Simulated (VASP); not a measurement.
Write the native input for VASP 6.6.1 that does the following.

- Task: single point
- Functional: PBE0
- Potentials or basis: VASP PAW PBE potentials, release 64 (Pb_d, S)
- Cutoff: 520 eV
- k mesh: 4 × 4 × 4
- Occupations: fermi-dirac, width 0.05 eV
- Spin: no spin polarisation
- Dipole correction: no
- Grid for exact exchange (PRECFOCK): Normal
- Further INCAR settings: ALGO = Normal; EDIFF = 1e-07; NBANDS = 17
- Share of exact exchange: 0.25

Crystal: PbS.

```
CELL_PARAMETERS angstrom
2.09848 1.21156 3.42875
-2.09848 1.21156 3.42875
0.00000 -2.42312 3.42875
ATOMIC_POSITIONS crystal
Pb 0.98057 0.98057 0.98057
S 0.47504 0.47504 0.47504
```

One way to write it, as run:

POSCAR

```
PbS
1.0
    2.0984823409      1.2115593444      3.4287483306
   -2.0984823409      1.2115593444      3.4287483306
    0.0000000000     -2.4231186889      3.4287483306
Pb S
1 1
Direct
    0.9805657800      0.9805657800      0.9805657800
    0.4750355500      0.4750355500      0.4750355500
```

INCAR.step1

```
SYSTEM = PbS
ALGO     = Normal         ! electronic algorithm
EDIFF    = 1E-5           ! SCF threshold, eV
ENCUT    = 520            ! plane-wave cutoff, eV
GGA      = PE             ! functional
ISIF     = 2              ! what is computed and relaxed
ISMEAR   = -1             ! smearing method
LASPH    = .TRUE.         ! aspherical terms in the spheres
LREAL    = .FALSE.        ! projectors in reciprocal space
LWAVE    = .TRUE.         ! write WAVECAR
NBANDS   = 17             ! bands
NELM     = 80             ! most SCF steps
PREC     = Accurate       ! precision mode
SIGMA    = 0.05           ! smearing width, eV
```

INCAR.step2

```
SYSTEM = PbS
AEXX     = 0.25           ! exact-exchange fraction
ALGO     = Normal         ! electronic algorithm
EDIFF    = 1E-7           ! SCF threshold, eV
ENCUT    = 520            ! plane-wave cutoff, eV
GGA      = PE             ! functional
ISIF     = 2              ! what is computed and relaxed
ISMEAR   = -1             ! smearing method
ISTART   = 1            
LASPH    = .TRUE.         ! aspherical terms in the spheres
LCHARG   = .TRUE.         ! write CHGCAR
LELF     = .TRUE.         ! ELF
LHFCALC  = .TRUE.         ! exact exchange
LREAL    = .FALSE.        ! projectors in reciprocal space
LVHAR    = .TRUE.       
LWAVE    = .FALSE.        ! write WAVECAR
NBANDS   = 17             ! bands
NELM     = 80             ! most SCF steps
PREC     = Accurate       ! precision mode
PRECFOCK = Normal       
SIGMA    = 0.05           ! smearing width, eV
```

KPOINTS

```
k-points
0
G
  4 4 4
  0 0 0
```

Potentials or basis: VASP PAW PBE potentials, release 64 (Pb_d, S).

Launch:

```console
$ cat potpaw_PBE.64/Pb_d/POTCAR potpaw_PBE.64/S/POTCAR > POTCAR
$ cp INCAR.step1 INCAR
$ mpirun -np 1 vasp_std > vasp.out
$ cp INCAR.step2 INCAR
$ mpirun -np 1 vasp_std > vasp.out
```

It gave:

```yaml
Pressure: 0.9 GPa
Largest_force: 0.019 eV/Å
Band_gap_on_the_k_mesh: 1.50 eV
```

Caveat: the k points lie up to 0.46 Å⁻¹ apart; the PAW data sets were made with another functional, which shifts forces and pressure a little; spin-orbit coupling is left out, which moves the levels of the heavy elements.

Wall time 24 min on 1 thread of Intel Xeon 8259CL, with other jobs on the host, peak memory 0.19 GiB.
